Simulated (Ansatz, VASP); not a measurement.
**B3N2Cl in VASP and in Ansatz**

```xyz
6
Lattice="3.2169 0.0000 0.0000 0.0000 3.2169 0.0000 0.0000 0.0000 7.5714" Properties=species:S:1:pos:R:3 pbc="T T T"
B     0.0000    0.0000    2.2210
B     0.0000    0.0000    5.3504
B     1.6084    1.6084    0.0000
N     1.6084    0.0000    1.0850
N     0.0000    1.6084    6.4864
Cl    1.6084    1.6084    3.7857
```

Change from the starting cell: species swapped into the CsLi2I3 type (P-4m2, No. 115).

Alike in both runs: task relaxation of cell and atoms; functional PBE; k mesh 6 × 6 × 2; occupations gaussian, width 0.1 eV; no spin polarisation.

```csv
,VASP,Ansatz
version,VASP 6.6.1,Ansatz 0.2.0
potentials or method,"VASP PAW PBE potentials, release 64 (B, N, Cl), cutoff 600 eV","scalar-relativistic, plane waves, PAW"
valence electrons in the cell,26,26
```

Ansatz gave:

```
gap on the k mesh at the Fermi level, each at its own relaxed structure (eV) : none
relaxed volume (Å³/atom)                                                     : 7.92
relaxed cell length with the largest relative difference (Å)                 : 6.901
```

Problem. What did VASP give for the same quantities?

Solution. gap on the k mesh at the Fermi level, each at its own relaxed structure (eV): none; relaxed volume (Å³/atom): 7.92; relaxed cell length with the largest relative difference (Å): 6.890.

A gap of «none» marks a metal or a gap that the smearing closes.

The k mesh is coarse, so the values compare programs but aren't converged. Noted on VASP's run: the volume moved by over 15 % at a fixed basis, so the end points are rough.
